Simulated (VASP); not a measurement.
Wanted: the native input for a VASP 6.6.1 run.

```
Task                   : single point
Functional             : PBE
Potentials or basis    : VASP PAW PBE potentials, release 64 (B)
Cutoff                 : 520 eV
k mesh                 : 12 × 12 × 12
Occupations            : gaussian, width 0.1 eV
Spin                   : no spin polarisation
Dipole correction      : no
Further INCAR settings : ALGO = Normal; EDIFF = 1e-06; NBANDS = 28
```

The structure of B lies in POSCAR:

```
B
1.0
    2.5196345216      1.4547116693      3.4518411999
   -2.5196345216      1.4547116693      3.4518411999
    0.0000000000     -2.9094233386      3.4518411999
B
11
Direct
    0.4121786446      0.4121786446      0.4121786446
    0.5878213554      0.5878213554      0.5878213554
    0.6830246673      0.3169753327      0.0000000000
    0.0000000000      0.6830246673      0.3169753327
    0.3169753327      0.0000000000      0.6830246673
    0.3090331365      0.8904788082      0.1119577707
    0.1119577707      0.3090331365      0.8904788082
    0.8904788082      0.1119577707      0.3090331365
    0.8880422293      0.1095211918      0.6909668635
    0.1095211918      0.6909668635      0.8880422293
    0.6909668635      0.8880422293      0.1095211918
```

The input as run:

INCAR

```
SYSTEM = B
ALGO = Normal
EDIFF = 1E-6
ENCUT = 520
GGA = PE
ISIF = 2
ISMEAR = 0
LASPH = .True.
LCHARG = .False.
LREAL = .False.
LWAVE = .False.
NBANDS = 28
NELM = 80
PREC = Accurate
SIGMA = 0.1
```

KPOINTS

```
k-points
0
Gamma
  12 12 12
  0 0 0
```

Potentials or basis: VASP PAW PBE potentials, release 64 (B).

Command:

```sh
$ cat potpaw_PBE.64/B/POTCAR > POTCAR
$ mpirun -np 1 vasp_std > vasp.out
```

Results of the run:

```json
{"Pressure": "0.0 GPa", "Largest force": "0.013 eV/Å"}
```

It took 4.3 min on 1 thread of Intel(R) Xeon(R) Platinum 8375C CPU @ 2.90GHz (Ice Lake) (shared host), peak memory 0.38 GiB.
